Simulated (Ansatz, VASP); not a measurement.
## Si3As in VASP and in Ansatz

```
Si As
1.0
     3.32183    0.00000    0.00000
     0.00000    3.32183    0.00000
     0.00000    0.00000    5.76628
Si As
3 1
Cartesian
  1.6609 1.6609 1.5867
  1.6609 1.6609 4.1796
  0.0000 0.0000 2.8831
  0.0000 0.0000 0.0000
```

Change from the starting cell: species swapped into the HgPb3 type (P4/mmm, No. 123).

Alike in both runs: functional PBE; k mesh 14 × 14 × 8; occupations gaussian, width 0.1 eV; no spin polarisation.

Ansatz relaxed the structure, and its values are those at the end. VASP's run is a single point on that final structure, the one shown.

|  | VASP | Ansatz |
| --- | --- | --- |
| version | VASP 6.6.1 | Ansatz 0.2.0 |
| potentials or method | VASP PAW PBE potentials, release 64 (Si, As), cutoff 520 eV | scalar-relativistic, plane waves, PAW |
| valence electrons in the cell | 17 | 27 |

|  | VASP | Ansatz | Ansatz less VASP |
| --- | --- | --- | --- |
| gap on the k mesh at the Fermi level (eV) | none | none | - |
| pressure (GPa) | 0.1 | 0.0 | -0.05 |
| rms of the force components (eV/Å) | 0.004 | 0.000 | -0.0041 |

A gap of «none» marks a metal or a gap that the smearing closes. VASP's potentials hold 17 valence electrons a cell and Ansatz's 27, so a difference there can come from the potentials and not from the codes.
